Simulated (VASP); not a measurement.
# Sn (I4/mmm) in VASP: further runs

Sn is run at these levels: HSE06, PBEsol; tasks: single point.

All numbers are computed with VASP 6.6.1; they aren't measurements. Logs are shortened: lines on timing, memory, paths and dates and some standing lists are left out, and cuts for length are marked.

## 1. The cell of the first run

The structure is tetragonal, space group I4/mmm (No. 139). Conventional cell: a = 3.976 Å, b = 3.976 Å, c = 3.254 Å, α = 90.00°, β = 90.00°, γ = 90.00°. Sn (site symmetry 4/mmm) has 14 Sn at 3.25 to 3.98 Å within 4.3 Å.

## 2. Single point, HSE06

Contents of POSCAR:

```
Sn
1.0
   -1.9877657590      1.9877657590      1.6268574157
    1.9877657590     -1.9877657590      1.6268574157
    1.9877657590      1.9877657590     -1.6268574157
Sn
1
Direct
    0.0000000000      0.0000000000      0.0000000000
```

Contents of INCAR.step1:

```
PREC = Accurate
ENCUT = 520
EDIFF = 1E-5
ISMEAR = -1
SIGMA = 0.05
LREAL = F
LASPH = T
NELM = 60
ALGO = Normal
ISIF = 2
LWAVE = T
NBANDS = 13
GGA = PE
```

Contents of INCAR.step2:

```
PREC = Accurate
ENCUT = 520
EDIFF = 1E-7
ISMEAR = -1
SIGMA = 0.05
LREAL = F
LASPH = T
NELM = 60
ALGO = Normal
ISIF = 2
LWAVE = F
LCHARG = T
GGA = PE
LHFCALC = T
HFSCREEN = 0.2079
PRECFOCK = Normal
LELF = T
LVHAR = T
NBANDS = 13
ISTART = 1
```

Contents of KPOINTS:

```
regular mesh
0
Gamma
  6 6 6
```

Potentials or basis: VASP PAW PBE potentials, release 64 (Sn_d).

The run is started by

```bash
> cat potpaw_PBE.64/Sn_d/POTCAR > POTCAR
> cp INCAR.step1 INCAR
> mpirun -np 1 vasp_std > vasp.out
> cp INCAR.step2 INCAR
> mpirun -np 1 vasp_std > vasp.out
```

OUTCAR:

```text
PREC = Accurate
   ENCUT = 520
   EDIFF = 1E-7
   ISMEAR = -1
   LREAL = F
   LASPH = T
   NELM = 60
   ISIF = 2
   GGA = PE
   LHFCALC = T
   HFSCREEN = 0.2079
   PRECFOCK = Normal
   ISTART = 1

 ion  position               nearest neighbor table
   1  0.000  0.000  0.000-

  LATTYP: Found a body centered tetragonal cell.
 ALAT       =     3.9755315180
 C/A-ratio  =     0.8184351744

  Lattice vectors:

 A1 = (  -1.9877657590,   1.9877657590,   1.6268574157)
 A2 = (   1.9877657590,  -1.9877657590,   1.6268574157)
 A3 = (   1.9877657590,   1.9877657590,  -1.6268574157)

Analysis of symmetry for initial positions (statically):
=====================================================================
 Subroutine PRICEL returns:
 Original cell was already a primitive cell.

 Routine SETGRP: Setting up the symmetry group for a
 body centered tetragonal supercell.

 Subroutine GETGRP returns: Found 16 space group operations
 (whereof 16 operations were pure point group operations)
 out of a pool of 16 trial point group operations.

The static configuration has the point symmetry D_4h.

Analysis of symmetry for dynamics (positions and initial velocities):
=====================================================================
 Subroutine PRICEL returns:
 Original cell was already a primitive cell.

 Routine SETGRP: Setting up the symmetry group for a
 body centered tetragonal supercell.

 Subroutine GETGRP returns: Found 16 space group operations
 (whereof 16 operations were pure point group operations)
 out of a pool of 16 trial point group operations.

The dynamic configuration has the point symmetry D_4h.

 Subroutine INISYM returns: Found 16 space group operations
 (whereof 16 operations are pure point group operations),
 and found     1 'primitive' translations

----------------------------------------------------------------------------------------

                                     Primitive cell

  volume of cell :      25.7122

  direct lattice vectors                    reciprocal lattice vectors
    -1.987765759  1.987765759  1.626857416     0.000000000  0.251538692  0.307341009
     1.987765759 -1.987765759  1.626857416     0.251538692  0.000000000  0.307341009
     1.987765759  1.987765759 -1.626857416     0.251538692  0.251538692  0.000000000

  length of vectors
     3.247936341  3.247936341  3.247936341     0.397152628  0.397152628  0.355729430

  position of ions in fractional coordinates (direct lattice)
     0.000000000  0.000000000  0.000000000

  ion indices of the primitive-cell ions
   primitive index   ion index
                 1           1

----------------------------------------------------------------------------------------

 KPOINTS: regular mesh

Automatic generation of k-mesh.
 Grid dimensions read from file:
 generate k-points for:    6    6    6

 Generating k-lattice:

  Cartesian coordinates                     Fractional coordinates (reciprocal lattice)
     0.000000000  0.041923115  0.051223502     0.166666667  0.000000000  0.000000000
     0.041923115  0.000000000  0.051223502     0.000000000  0.166666667  0.000000000
     0.041923115  0.041923115  0.000000000     0.000000000  0.000000000  0.166666667

  Length of vectors
     0.066192105  0.066192105  0.059288238

  Shift w.r.t. Gamma in fractional coordinates (k-lattice)
     0.000000000  0.000000000  0.000000000

 Subroutine IBZKPT returns following result:
 ===========================================

 Found     30 irreducible k-points:

 Following reciprocal coordinates:
            Coordinates               Weight
  0.000000  0.000000  0.000000      1.000000
  0.166667 -0.000000  0.000000      8.000000
  0.333333 -0.000000  0.000000      8.000000
  0.500000 -0.000000  0.000000      4.000000
  0.166667  0.166667  0.000000      8.000000
  0.333333  0.166667  0.000000     16.000000
[... 16 lines left out ...]
 -0.333333 -0.333333  0.166667      8.000000
 -0.166667 -0.333333  0.166667      8.000000
 [... further k-points ...]
   k-points           NKPTS =     30   k-points in BZ     NKDIM =    216   number of bands    NBANDS=     13
   number of dos      NEDOS =    301   number of ions     NIONS =      1
   total plane-waves  NPLWV =  13824
   dimension x,y,z NGX =    24 NGY =   24 NGZ =   24
   dimension x,y,z NGXF=    48 NGYF=   48 NGZF=   48
   ions per type =               1
   NGX,Y,Z   is equivalent  to a cutoff of  12.28, 12.28, 12.28 a.u.
   NGXF,Y,Z  is equivalent  to a cutoff of  24.57, 24.57, 24.57 a.u.
 SYSTEM =  unknown system
   PREC   = accura    normal or accurate (medium, high low for compatibility)
   ISTART =      1    job   : 0-new  1-cont  2-samecut
   ICHARG =      0    charge: 1-file 2-atom 10-const
   ISPIN  =      1    spin polarized calculation?
   LNONCOLLINEAR =      F non collinear calculations
   LSORBIT =      F    spin-orbit coupling
   LASPH  =      T    aspherical Exc in radial PAW
   ENCUT  =  520.0 eV  38.22 Ry    6.18 a.u.   6.04  6.04  6.04*2*pi/ulx,y,z
   NELM   =     60;   NELMIN=  2; NELMDL=  0     # of ELM steps
   EDIFF  = 0.1E-06   stopping-criterion for ELM
   LREAL  =      F    real-space projection
   EDIFFG = 0.1E-05   stopping-criterion for IOM
   NSW    =      0    number of steps for IOM
   IBRION =     -1    ionic relax: 0-MD 1-quasi-New 2-CG
   NFREE  =      0    steps in history (QN), initial steepest desc. (CG)
   ISIF   =      2    stress and relaxation
   ISYM   =      3    0-nonsym 1-usesym 2-fastsym
   POTIM  = 0.5000    time-step for ionic-motion
   TEBEG  =    0.0;   TEEND  =   0.0 temperature during run
   PSTRESS=    0.0 pullay stress
   NELECT =      14.0000    total number of electrons
   NUPDOWN=      -1.0000    fix difference up-down
   EMIN   =  10.00;   EMAX   =-10.00  energy-range for DOS
   EFERMI =   0.00;   METHOD = LEGACY
   ISMEAR =    -1;   SIGMA  =   0.05  broadening in eV -4-tet -1-fermi 0-gaus
   EFERMI_NEDOS =   21; number of points for ismear=-14 and -15
   IALGO  =     38    algorithm
   IMIX   =      1    mixing-type and parameters
     AMIX     =   0.40;   BMIX     =  1.00
     AMIX_MAG =   1.60;   BMIX_MAG =  1.00
  volume/ion in A,a.u.               =      25.71       173.51
  Fermi-wavevector in a.u.,A,eV,Ry     =   1.336814  2.526212 24.314574  1.787071
  Thomas-Fermi vector in A             =   2.465411
   LORBIT       =      0    0 simple, 1 ext, 2 COOP (PROOUT), +10 PAW based schemes
   GGA     = PE    functional components
   LHFCALC =     T    Hartree Fock is set to
   PRECFOCK=normal    Normal, Fast or Accurate (Low or Medium for compatibility)
   ENCUT4O =  -1.0   cutoff for four orbital integrals eV
   NKREDX  =     1    reduce k-point grid by
   NKREDY  =     1    reduce k-point grid by
   NKREDZ  =     1    reduce k-point grid by
   AEXX    =    0.2500 exact exchange contribution
   HFSCREEN=    0.2079 screening length (either q_TF or 0.3 A-1)
   HFSCREENC=   0.2079 screening length for correlation (either q_TF or 0.3 A-1)
   ENCUTFOCK=  -1.0 apply spherical cutoff to Coloumb kernel
   IVDW    =     0    specifies the selected vdW correction
   LEPSILON=     F    determine dielectric tensor
   LRPA    =     F    only Hartree local field effects (RPA)
 non-spin polarized calculation
  energy-cutoff  :      520.00
  volume of cell :       25.71
 maximum number of plane-waves:       710
  NGX = 20; NGY = 20; NGZ = 20

 number of electron      13.9999992 magnetization

 Free energy of the ion-electron system (eV)
  ---------------------------------------------------
  ext. energy  EPLUGINS =         0.00000000
  ---------------------------------------------------
  free energy    TOTEN  =        -4.29082819 eV

  energy without entropy =       -4.28365859  energy(sigma->0) =       -4.28724339

 E-fermi :   9.1174     XC(G=0):  -8.7745

 val. band max:        9.1144437300   @ k =   0.5000   0.1667   0.0000
 cond. band min:       9.1811922096   @ k =   0.3333   0.1667   0.1667
 fundamental gap:      0.0667484796
 Fermi energy:         9.1174381415

 k-point     1 :       0.0000    0.0000    0.0000
  band No.  band energies     occupation
      1     -15.2336      2.00000
      2     -15.1425      2.00000
      3     -15.1425      2.00000
      4     -15.1407      2.00000
      5     -14.9912      2.00000
      6      -4.2307      2.00000
      7      16.6752      0.00000
      8      16.6752      0.00000
      9      19.7943      0.00000
     10      19.9892      0.00000
     11      21.2946      0.00000
     12      22.3725      0.00000
     13      22.3725      0.00000

 k-point     2 :       0.1667   -0.0000    0.0000
  band No.  band energies     occupation
      1     -15.2170      2.00000
      2     -15.1496      2.00000
      3     -15.1177      2.00000
      4     -15.0981      2.00000
      5     -15.0081      2.00000
      6      -3.4543      2.00000
      7      14.6676      0.00000
      8      14.9289      0.00000
      9      15.9900      0.00000
     10      19.5954      0.00000
     11      19.7404      0.00000
     12      22.7553      0.00000
     13      22.8456      0.00000

 k-point     3 :       0.3333   -0.0000    0.0000
  band No.  band energies     occupation
      1     -15.2474      2.00000
      2     -15.1772      2.00000
      3     -15.0355      2.00000
      4     -15.0105      2.00000
      5     -15.0016      2.00000
      6      -1.1013      2.00000
      7       8.4920      1.99999
      8      13.0628      0.00000
      9      14.2871      0.00000
     10      17.4701      0.00000
     11      17.5648      0.00000
     12      23.1684      0.00000
     13      27.3069      0.00000

 k-point     4 :       0.5000   -0.0000    0.0000
  band No.  band energies     occupation
      1     -15.2685      2.00000
      2     -15.1976      2.00000
      3     -15.0444      2.00000
      4     -14.9670      2.00000
      5     -14.9361      2.00000
      6       2.2757      2.00000
      7       3.6174      2.00000
      8      12.3608      0.00000
      9      13.7670      0.00000
     10      16.7559      0.00000
     11      16.8009      0.00000
     12      23.7288      0.00000
     13      26.7839      0.00000

 k-point     5 :       0.1667    0.1667    0.0000
  band No.  band energies     occupation
      1     -15.2250      2.00000
      2     -15.1649      2.00000
      3     -15.0640      2.00000
      4     -15.0331      2.00000
      5     -15.0069      2.00000
      6      -1.7209      2.00000
      7      10.5112      0.00000
      8      12.7803      0.00000
      9      13.6158      0.00000
     10      19.0807      0.00000
     11      19.7671      0.00000
     12      20.9495      0.00000
     13      22.3305      0.00000
[... 257 lines left out ...]
 k-point    22 :      -0.1667    0.5000    0.1667
  band No.  band energies     occupation
      1     -15.1911      2.00000
      2     -15.1643      2.00000
      3     -15.0816      2.00000
      4     -15.0261      2.00000
      5     -14.9373      2.00000
      6       2.4143      2.00000
      7       5.0124      2.00000
      8      10.0416      0.00000
      9      11.4663      0.00000
     10      18.2737      0.00000
     11      20.0418      0.00000
     12      20.7951      0.00000
     13      26.3712      0.00000

 k-point    23 :      -0.3333   -0.3333    0.1667
  band No.  band energies     occupation
      1     -15.1657      2.00000
      2     -15.1301      2.00000
      3     -15.0784      2.00000
      4     -15.0553      2.00000
      5     -14.9564      2.00000
      6       3.5006      2.00000
      7       5.5374      2.00000
      8       7.3246      2.00000
      9      12.4901      0.00000
     10      15.7989      0.00000
     11      19.8440      0.00000
     12      25.6613      0.00000
     13      25.7816      0.00000

 k-point    24 :      -0.1667   -0.3333    0.1667
  band No.  band energies     occupation
      1     -15.1878      2.00000
      2     -15.1530      2.00000
      3     -15.0724      2.00000
      4     -15.0140      2.00000
      5     -14.9966      2.00000
      6       0.3529      2.00000
      7       7.7626      2.00000
      8      11.4343      0.00000
      9      12.3331      0.00000
     10      16.7215      0.00000
     11      19.6681      0.00000
     12      20.3429      0.00000
     13      25.5146      0.00000

 [... further k-points ...]

------------------------ aborting loop because EDIFF is reached ----------------------------------------

  FORCE on cell =-STRESS in cart. coord.  units (eV):
  Direction    XX          YY          ZZ          XY          YZ          ZX
  --------------------------------------------------------------------------------------
  -------------------------------------------------------------------------------------
  Total        0.5480424      0.5480424      0.6538501      0.0000000      0.0000000      0.0000000
  in kB       34.1495367     34.1495367     40.7426141      0.0000000      0.0000000      0.0000000
  external PRESSURE =      36.3472292 kB  Pullay stress =       0.0000000 kB

 VOLUME and BASIS-vectors are now :
 -----------------------------------------------------------------------------
  energy-cutoff  :      520.00
  volume of cell :       25.71
      direct lattice vectors                 reciprocal lattice vectors
    -1.987765759  1.987765759  1.626857416     0.000000000  0.251538692  0.307341009
     1.987765759 -1.987765759  1.626857416     0.251538692  0.000000000  0.307341009
     1.987765759  1.987765759 -1.626857416     0.251538692  0.251538692  0.000000000

 POSITION                                       TOTAL-FORCE (eV/Angst)
 -----------------------------------------------------------------------------------
      0.00000      0.00000      0.00000         0.000000      0.000000     -0.000000
 -----------------------------------------------------------------------------------
    total drift:                                0.000000      0.000000      0.000000

  FREE ENERGIE OF THE ION-ELECTRON SYSTEM (eV)
  ---------------------------------------------------
  free  energy   TOTEN  =        -4.2908281942 eV

  energy  without entropy=       -4.2836585875  energy(sigma->0) =       -4.28724339
```

Run time: 57 min. Hardware: 1 thread of Intel Xeon Platinum 8259CL at 2.50GHz (Skylake/Cascade Lake), shared host; peak memory 0.25 GiB.

Results:

| Property | Result |
| --- | --- |
| Free energy | -4.2908 eV |
| Pressure | 3.6 GPa |
| Band gap on the k mesh | zero (bands 7 and 8 overlap by 10.30 eV) |

Levels at points of the mesh, in eV from the Fermi level:
```tsv
k point	band 3	band 4	band 5	band 6	band 7	band 8	band 9	band 10	band 11	band 12
(0.00, 0.00, 0.00)	-24.26	-24.26	-24.11	-13.35	7.56	7.56	10.68	10.87	12.18	13.26
(0.50, 0.00, 0.00)	-24.16	-24.08	-24.05	-6.84	-5.50	3.24	4.65	7.64	7.68	14.61
(0.50, 0.50, 0.00)	-24.22	-24.17	-24.07	-8.69	-6.14	6.46	8.62	11.21	11.56	12.54
(0.50, 0.50, 0.50)	-24.08	-24.08	-24.04	-3.72	-2.43	-2.43	2.61	2.81	6.32	20.04
```

Caveat: the k points lie up to 0.42 Å⁻¹ apart, too coarse for converged energies and pressures of a metal; the PAW data sets were made with another functional, which shifts forces and pressure a little; spin-orbit coupling is left out, which moves the levels of the heavy elements.

## 3. Single point, PBEsol

This run uses another cell than the first one, of 28.45 Å³/atom.

Contents of INCAR:

```
PREC = Accurate
ENCUT = 520
EDIFF = 1E-6
ISMEAR = -1
SIGMA = 0.05
LREAL = False
LASPH = True
NELM = 60
ALGO = Normal
ISIF = 2
LWAVE = False
LCHARG = True
GGA = PS
LELF = True
LVHAR = True
NBANDS = 13
```

Contents of KPOINTS:

```
Automatic mesh
0
Gamma
  8 8 8
```

Contents of POSCAR:

```
Sn
1.0
   -2.0291894110      2.0291894110      1.7271903892
    2.0291894110     -2.0291894110      1.7271903892
    2.0291894110      2.0291894110     -1.7271903892
Sn
1
Direct
    0.0000000000      0.0000000000      0.0000000000
```

Potentials or basis: VASP PAW PBE potentials, release 64 (Sn_d).

The run is started by

```bash
> cat potpaw_PBE.64/Sn_d/POTCAR > POTCAR
> mpirun -np 1 vasp_std > vasp.out
```

OUTCAR:

```text
PREC = Accurate
   ENCUT = 520
   EDIFF = 1E-6
   ISMEAR = -1
   LREAL = False
   LASPH = True
   NELM = 60
   ISIF = 2
   GGA = PS

 ion  position               nearest neighbor table
   1  0.000  0.000  0.000-

  LATTYP: Found a body centered tetragonal cell.
 ALAT       =     4.0583788220
 C/A-ratio  =     0.8511725814

  Lattice vectors:

 A1 = (  -2.0291894110,   2.0291894110,   1.7271903892)
[... 561 lines left out ...]
     10      18.0861      0.00000
     11      18.4656      0.00000
     12      21.8167      0.00000
     13      24.1015      0.00000

 [... further k-points ...]

------------------------ aborting loop because EDIFF is reached ----------------------------------------

  FORCE on cell =-STRESS in cart. coord.  units (eV):
  Direction    XX          YY          ZZ          XY          YZ          ZX
  --------------------------------------------------------------------------------------
  -------------------------------------------------------------------------------------
  Total       -0.5060147     -0.5060147     -1.0415785      0.0000000      0.0000000      0.0000000
  in kB      -28.4989158    -28.4989158    -58.6620443      0.0000000      0.0000000      0.0000000
  external PRESSURE =     -38.5532919 kB  Pullay stress =       0.0000000 kB

 VOLUME and BASIS-vectors are now :
 -----------------------------------------------------------------------------
  energy-cutoff  :      520.00
  volume of cell :       28.45
      direct lattice vectors                 reciprocal lattice vectors
    -2.029189411  2.029189411  1.727190389     0.000000000  0.246403809  0.289487484
     2.029189411 -2.029189411  1.727190389     0.246403809  0.000000000  0.289487484
     2.029189411  2.029189411 -1.727190389     0.246403809  0.246403809  0.000000000

 POSITION                                       TOTAL-FORCE (eV/Angst)
 -----------------------------------------------------------------------------------
      0.00000      0.00000      0.00000         0.000000      0.000000      0.000000
 -----------------------------------------------------------------------------------
    total drift:                               -0.000000     -0.000000     -0.000000

  FREE ENERGIE OF THE ION-ELECTRON SYSTEM (eV)
  ---------------------------------------------------
  free  energy   TOTEN  =        -4.2234039136 eV

  energy  without entropy=       -4.2210843296  energy(sigma->0) =       -4.22224412
```

Run time: 24 s. Hardware: 1 thread of Intel Xeon 8259CL, shared host; peak memory 0.16 GiB.

What came out:

```yaml
Free_energy: -4.2234 eV
Pressure: -3.9 GPa
Band_gap_on_the_k_mesh: zero (bands 7 and 8 overlap by 8.26 eV)
```

Caveat: the cell stands under tension; the PAW data sets were made with another functional, which shifts forces and pressure a little; spin-orbit coupling is left out, which moves the levels of the heavy elements.
